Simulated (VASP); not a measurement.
# Hf in VASP: density of states with PBE

Aim: the density of states of Hf with PBE.

Everything below comes from runs of VASP 6.6.1. Logs are shortened: lines on timing, memory, paths and dates and some standing lists are left out, and cuts for length are marked.

### Step 1. The cell of the first run

The cell holds a sheet with vacuum, 1 atom: a = 2.779 Å, b = 2.779 Å, c = 23.800 Å, α = 90.00°, β = 90.00°, γ = 90.00°.

### Step 2. Density of states, PBE

POSCAR

```
Hf
1.0
    2.7787647848      0.0000000000      0.0000000000
    0.0000000000      2.7787647848      0.0000000000
    0.0000000000      0.0000000000     23.8000000000
Hf
1
Direct
    0.0000000000      0.0000000000      0.2941176471
```

INCAR.step1

```
SYSTEM = Hf
ALGO = Normal
DIPOL = 0.5 0.5 0.294
EDIFF = 1E-7
ENCUT = 520
GGA = PE
IDIPOL = 3
ISIF = 2
ISMEAR = 0
LASPH = .TRUE.
LCHARG = .TRUE.
LDIPOL = .TRUE.
LMAXMIX = 4
LREAL = .FALSE.
LWAVE = .FALSE.
NBANDS = 11
NELM = 80
PREC = Accurate
SIGMA = 0.1
```

KPOINTS.step1

```
k-points
0
G
  20 20 1
  0 0 0
```

INCAR.step2

```
SYSTEM = Hf
ALGO = Normal
DIPOL = 0.5 0.5 0.294
EDIFF = 1E-7
ENCUT = 520
GGA = PE
ICHARG = 11
IDIPOL = 3
ISIF = 2
ISMEAR = -5
LASPH = .TRUE.
LCHARG = .FALSE.
LDIPOL = .TRUE.
LMAXMIX = 4
LORBIT = 11
LREAL = .FALSE.
LWAVE = .FALSE.
NEDOS = 2001
NELM = 80
PREC = Accurate
SIGMA = 0.1
```

KPOINTS.step2

```
k-points
0
G
  30 30 1
  0 0 0
```

Potentials or basis: VASP PAW PBE potentials, release 64 (Hf_pv).

Command:

```sh
cat potpaw_PBE.64/Hf_pv/POTCAR > POTCAR
cp INCAR.step1 INCAR
cp KPOINTS.step1 KPOINTS
mpirun -np 1 vasp_std > vasp.out
cp INCAR.step2 INCAR
cp KPOINTS.step2 KPOINTS
mpirun -np 1 vasp_std > vasp.out
```

OUTCAR:

```text
SYSTEM = Hf
   EDIFF = 1E-7
   ENCUT = 520
   GGA = PE
   ICHARG = 11
   ISIF = 2
   ISMEAR = -5
   LASPH = .TRUE.
   LORBIT = 11
   LREAL = .FALSE.
   NELM = 80
   PREC = Accurate

 ion  position               nearest neighbor table
   1  0.000  0.000  0.294-

  LATTYP: Found a simple tetragonal cell.
 ALAT       =     2.7787647848
 C/A-ratio  =     8.5649566779

  Lattice vectors:

 A1 = (   2.7787647848,   0.0000000000,   0.0000000000)
 A2 = (   0.0000000000,   2.7787647848,   0.0000000000)
 A3 = (   0.0000000000,   0.0000000000,  23.8000000000)

Analysis of symmetry for initial positions (statically):
=====================================================================
 Subroutine PRICEL returns:
 Original cell was already a primitive cell.

 Routine SETGRP: Setting up the symmetry group for a
 simple tetragonal supercell.

 Subroutine GETGRP returns: Found 16 space group operations
 (whereof  8 operations were pure point group operations)
 out of a pool of 16 trial point group operations.

The static configuration has the point symmetry C_4v.
 The point group associated with its full space group is D_4h.

Analysis of symmetry for dynamics (positions and initial velocities):
=====================================================================
 Subroutine PRICEL returns:
 Original cell was already a primitive cell.

 Routine SETGRP: Setting up the symmetry group for a
 simple tetragonal supercell.

 Subroutine GETGRP returns: Found 16 space group operations
 (whereof  8 operations were pure point group operations)
 out of a pool of 16 trial point group operations.

The dynamic configuration has the point symmetry C_4v.
 The point group associated with its full space group is D_4h.

 Subroutine INISYM returns: Found 16 space group operations
 (whereof  8 operations are pure point group operations),
 and found     1 'primitive' translations

----------------------------------------------------------------------------------------

                                     Primitive cell

  volume of cell :     183.7725

  direct lattice vectors                    reciprocal lattice vectors
     2.778764785  0.000000000  0.000000000     0.359872129  0.000000000  0.000000000
     0.000000000  2.778764785  0.000000000     0.000000000  0.359872129  0.000000000
     0.000000000  0.000000000 23.800000000     0.000000000  0.000000000  0.042016807

  length of vectors
     2.778764785  2.778764785 23.800000000     0.359872129  0.359872129  0.042016807

  position of ions in fractional coordinates (direct lattice)
     0.000000000  0.000000000  0.294117647

  ion indices of the primitive-cell ions
   primitive index   ion index
                 1           1

----------------------------------------------------------------------------------------

 KPOINTS: k-points

Automatic generation of k-mesh.
 Grid dimensions read from file:
 generate k-points for:   30   30    1

 Generating k-lattice:

  Cartesian coordinates                     Fractional coordinates (reciprocal lattice)
     0.011995738  0.000000000  0.000000000     0.033333333  0.000000000  0.000000000
     0.000000000  0.011995738  0.000000000     0.000000000  0.033333333  0.000000000
     0.000000000  0.000000000  0.042016807     0.000000000  0.000000000  1.000000000

  Length of vectors
     0.011995738  0.011995738  0.042016807

  Shift w.r.t. Gamma in fractional coordinates (k-lattice)
     0.000000000  0.000000000  0.000000000

 TETIRR: Found   1365 inequivalent tetrahedra from     5400

 Subroutine IBZKPT returns following result:
 ===========================================

 Found    136 irreducible k-points:

 Following reciprocal coordinates:
            Coordinates               Weight
  0.000000  0.000000  0.000000      1.000000
  0.033333  0.000000  0.000000      4.000000
  0.066667  0.000000  0.000000      4.000000
  0.100000  0.000000  0.000000      4.000000
  0.133333  0.000000  0.000000      4.000000
  0.166667  0.000000  0.000000      4.000000
[... 16 lines left out ...]
  0.233333  0.033333  0.000000      8.000000
  0.266667  0.033333  0.000000      8.000000
 [... further k-points ...]
   k-points           NKPTS =    136   k-points in BZ     NKDIM =    136   number of bands    NBANDS=      9
   number of dos      NEDOS =   2001   number of ions     NIONS =      1
   total plane-waves  NPLWV = 103680
   dimension x,y,z NGX =    24 NGY =   24 NGZ =  180
   dimension x,y,z NGXF=    48 NGYF=   48 NGZF=  360
   ions per type =               1
   NGX,Y,Z   is equivalent  to a cutoff of  14.36, 14.36, 12.57 a.u.
   NGXF,Y,Z  is equivalent  to a cutoff of  28.72, 28.72, 25.15 a.u.
 SYSTEM =  Hf
   PREC   = accura    normal or accurate (medium, high low for compatibility)
   ISTART =      0    job   : 0-new  1-cont  2-samecut
   ICHARG =     11    charge: 1-file 2-atom 10-const
   ISPIN  =      1    spin polarized calculation?
   LNONCOLLINEAR =      F non collinear calculations
   LSORBIT =      F    spin-orbit coupling
   LASPH  =      T    aspherical Exc in radial PAW
   ENCUT  =  520.0 eV  38.22 Ry    6.18 a.u.   5.17  5.17 44.25*2*pi/ulx,y,z
   NELM   =     80;   NELMIN=  2; NELMDL=  0     # of ELM steps
   EDIFF  = 0.1E-06   stopping-criterion for ELM
   LREAL  =      F    real-space projection
   EDIFFG = 0.1E-05   stopping-criterion for IOM
   NSW    =      0    number of steps for IOM
   IBRION =     -1    ionic relax: 0-MD 1-quasi-New 2-CG
   NFREE  =      0    steps in history (QN), initial steepest desc. (CG)
   ISIF   =      2    stress and relaxation
   ISYM   =      2    0-nonsym 1-usesym 2-fastsym
   POTIM  = 0.5000    time-step for ionic-motion
   TEBEG  =    0.0;   TEEND  =   0.0 temperature during run
   PSTRESS=    0.0 pullay stress
   NELECT =      10.0000    total number of electrons
   NUPDOWN=      -1.0000    fix difference up-down
   EMIN   =  10.00;   EMAX   =-10.00  energy-range for DOS
   EFERMI =   0.00;   METHOD = LEGACY
   ISMEAR =    -5;   SIGMA  =   0.10  broadening in eV -4-tet -1-fermi 0-gaus
   EFERMI_NEDOS =   21; number of points for ismear=-14 and -15
   IALGO  =     38    algorithm
   IMIX   =      4    mixing-type and parameters
     AMIX     =   0.40;   BMIX     =  1.00
     AMIX_MAG =   1.60;   BMIX_MAG =  1.00
  volume/ion in A,a.u.               =     183.77      1240.16
  Fermi-wavevector in a.u.,A,eV,Ry     =   0.620366  1.172322  5.236256  0.384854
  Thomas-Fermi vector in A             =   1.679492
   LORBIT       =     11    0 simple, 1 ext, 2 COOP (PROOUT), +10 PAW based schemes
   GGA     = PE    functional components
   LHFCALC =     F    Hartree Fock is set to
   AEXX    =    0.0000 exact exchange contribution
   IVDW    =     0    specifies the selected vdW correction
   LEPSILON=     F    determine dielectric tensor
   LRPA    =     F    only Hartree local field effects (RPA)
 non-spin polarized calculation
 Fermi weights with tetrahedron method with Bloechl corrections
  energy-cutoff  :      520.00
  volume of cell :      183.77
 maximum number of plane-waves:      4993
 NGX is ok and might be reduce to    24

 number of electron      10.0000000 magnetization

 dipolmoment           0.000000      0.000000     -0.000084 electrons x Angstroem

 Free energy of the ion-electron system (eV)
  ---------------------------------------------------
  ext. energy  EPLUGINS =         0.00000000
  ---------------------------------------------------
  free energy    TOTEN  =        -7.45211224 eV

  energy without entropy =       -7.45211224  energy(sigma->0) =       -7.45211224

 E-fermi :  -3.0790     XC(G=0):  -2.1489

 val. band max:       -3.0809734805   @ k =   0.3000   0.3000   0.0000
 cond. band min:      -3.2007468228   @ k =   0.5000   0.1667   0.0000
 fundamental gap:     -0.1197733422
 Fermi energy:        -3.0789783930

 k-point     1 :       0.0000    0.0000    0.0000
  band No.  band energies     occupation
      1     -34.0582      2.00000
      2     -33.0881      2.00000
      3     -33.0881      2.00000
      4      -8.3142      2.00000
      5      -4.6320      2.00000
      6      -3.4187      2.00000
      7      -2.8340      0.00000
      8       0.8696      0.00000
      9       1.1025      0.00000

 k-point     2 :       0.0333    0.0000    0.0000
  band No.  band energies     occupation
      1     -34.0565      2.00000
      2     -33.1042      2.00000
      3     -33.0867      2.00000
      4      -8.2755      2.00000
      5      -4.6016      2.00000
      6      -3.3991      2.00000
      7      -2.8370      0.00000
      8       0.8902      0.00000
      9       1.0967      0.00000

 k-point     3 :       0.0667    0.0000    0.0000
  band No.  band energies     occupation
      1     -34.0514      2.00000
      2     -33.1517      2.00000
      3     -33.0828      2.00000
      4      -8.1618      2.00000
      5      -4.5110      2.00000
      6      -3.3397      2.00000
      7      -2.8481      0.00000
      8       0.9520      0.00000
      9       1.0574      0.00000

 k-point     4 :       0.1000    0.0000    0.0000
  band No.  band energies     occupation
      1     -34.0432      2.00000
      2     -33.2278      2.00000
      3     -33.0764      2.00000
      4      -7.9797      2.00000
      5      -4.3633      2.00000
      6      -3.2375      2.07653
      7      -2.8734      0.00000
      8       0.9461      0.00000
      9       1.0548      0.00000

 k-point     5 :       0.1333    0.0000    0.0000
  band No.  band energies     occupation
      1     -34.0322      2.00000
      2     -33.3285      2.00000
      3     -33.0678      2.00000
      4      -7.7394      2.00000
      5      -4.1654      2.00000
      6      -3.0874      1.16093
      7      -2.9219      0.00000
      8       0.7926      0.00000
      9       1.1983      0.00000

 k-point     6 :       0.1667    0.0000    0.0000
  band No.  band energies     occupation
      1     -34.0188      2.00000
      2     -33.4482      2.00000
      3     -33.0574      2.00000
      4      -7.4535      2.00000
      5      -3.9296      2.00000
      6      -3.0032     -0.12502
      7      -2.8812      0.00000
      8       0.6577      0.00000
      9       1.3818      0.00000
[... 169 lines left out ...]
 k-point    21 :       0.1667    0.0333    0.0000
  band No.  band energies     occupation
      1     -34.0171      2.00000
      2     -33.4467      2.00000
      3     -33.0733      2.00000
      4      -7.4121      2.00000
      5      -3.8979      2.00000
      6      -3.0001     -0.11138
      7      -2.8664      0.00000
      8       0.6640      0.00000
      9       1.4023      0.00000

 k-point    22 :       0.2000    0.0333    0.0000
  band No.  band energies     occupation
      1     -34.0019      2.00000
      2     -33.5794      2.00000
      3     -33.0614      2.00000
      4      -7.0933      2.00000
      5      -3.6416      2.00000
      6      -3.1173      1.71434
      7      -2.5985      0.00000
      8       0.5801      0.00000
      9       1.6251      0.00000

 k-point    23 :       0.2333    0.0333    0.0000
  band No.  band energies     occupation
      1     -33.9856      2.00000
      2     -33.7189      2.00000
      3     -33.0487      2.00000
      4      -6.7557      2.00000
      5      -3.3827      2.00000
      6      -3.2713      2.03348
      7      -2.2686      0.00000
      8       0.5732      0.00000
      9       1.8860      0.00000

 k-point    24 :       0.2667    0.0333    0.0000
  band No.  band energies     occupation
      1     -33.9689      2.00000
      2     -33.8587      2.00000
      3     -33.0357      2.00000
      4      -6.4109      2.00000
      5      -3.4523      2.00000
      6      -3.1304      1.45513
      7      -1.8987      0.00000
      8       0.6454      0.00000
      9       2.1809      0.00000

 [... further k-points ...]

------------------------ aborting loop because EDIFF is reached ----------------------------------------

 vacuum level on the upper side and lower side of the slab       (xc-potential included)        -0.015        -0.012

  FORCE on cell =-STRESS in cart. coord.  units (eV):
  Direction    XX          YY          ZZ          XY          YZ          ZX
  --------------------------------------------------------------------------------------
  -------------------------------------------------------------------------------------
  Total       -0.0563279     -0.0563279      0.2799772      0.0000000      0.0000000      0.0000000
  in kB       -0.4910813     -0.4910813      2.4409153      0.0000000      0.0000000      0.0000000
  external PRESSURE =       0.4862509 kB  Pullay stress =       0.0000000 kB

 VOLUME and BASIS-vectors are now :
 -----------------------------------------------------------------------------
  energy-cutoff  :      520.00
  volume of cell :      183.77
      direct lattice vectors                 reciprocal lattice vectors
     2.778764785  0.000000000  0.000000000     0.359872129  0.000000000  0.000000000
     0.000000000  2.778764785  0.000000000     0.000000000  0.359872129  0.000000000
     0.000000000  0.000000000 23.800000000     0.000000000  0.000000000  0.042016807

 POSITION                                       TOTAL-FORCE (eV/Angst)
 -----------------------------------------------------------------------------------
      0.00000      0.00000      7.00000        -0.000000      0.000000      0.000000
 -----------------------------------------------------------------------------------
    total drift:                               -0.000000     -0.000000     -0.010432

  FREE ENERGIE OF THE ION-ELECTRON SYSTEM (eV)
  ---------------------------------------------------
  free  energy   TOTEN  =        -7.4521122436 eV

  energy  without entropy=       -7.4521122436  energy(sigma->0) =       -7.45211224

 vacuum level on the upper side and lower side of the slab         1.176         1.179

 total charge

# of ion       s       p       d       tot
------------------------------------------
    1        0.431   6.189   1.710   8.330
```

It took 2.9 min on 1 thread of Intel Xeon Platinum 8559C (Emerald Rapids), shared host; peak memory 0.45 GiB.

What came out:

- Valence electrons inside the program's atomic spheres: Hf 8.33

Caveat: spin-orbit coupling is left out, which moves the levels of the heavy elements; tetrahedron occupations give inexact forces and stress in metals.
